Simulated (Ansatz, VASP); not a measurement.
BaHfO3 in VASP and in Ansatz

```
Ba Hf O
1.0
    -2.97067    4.20865    2.97347
     2.97067   -4.20865    2.97347
     2.97067    4.20865   -2.97347
Ba Hf O
2 2 6
Direct
  0.24975 0.49975 0.75000
  0.75025 0.50025 0.25000
  0.00000 0.00000 0.00000
  0.50000 0.00000 0.50000
  0.74980 0.00000 0.24980
  0.25020 0.50000 0.25020
  0.74980 0.50000 0.74980
  0.25020 0.00000 0.75020
  0.75050 0.00050 0.75000
  0.24950 0.99950 0.25000
```

Alike in both runs: functional PBE; k mesh 3 × 3 × 3; occupations gaussian, width 0.15 eV; no spin polarisation.

Ansatz relaxed the structure, and its values are those at the end. VASP's run is a single point on that final structure, the one shown.

|  | VASP | Ansatz |
| --- | --- | --- |
| version | VASP 6.6.1 | Ansatz 0.2.0 |
| potentials or method | VASP PAW PBE potentials, release 64 (Ba_sv, Hf_pv, O), cutoff 520 eV | scalar-relativistic, plane waves, PAW |
| valence electrons in the cell | 76 | 108 |

Ansatz gave:

```
gap on the k mesh at the Fermi level (eV) : 3.61
least direct gap on the mesh (eV)         : 3.61
pressure (GPa)                            : 0.2
```

Task: What did VASP give for the same quantities?

Result: gap on the k mesh at the Fermi level (eV): 3.53; least direct gap on the mesh (eV): 3.53; pressure (GPa): -0.4.

VASP's potentials hold 76 valence electrons a cell and Ansatz's 108, so a difference there can come from the potentials and not from the codes.

The k mesh is coarse, so the values compare programs but aren't converged. Spin-orbit coupling is off throughout.
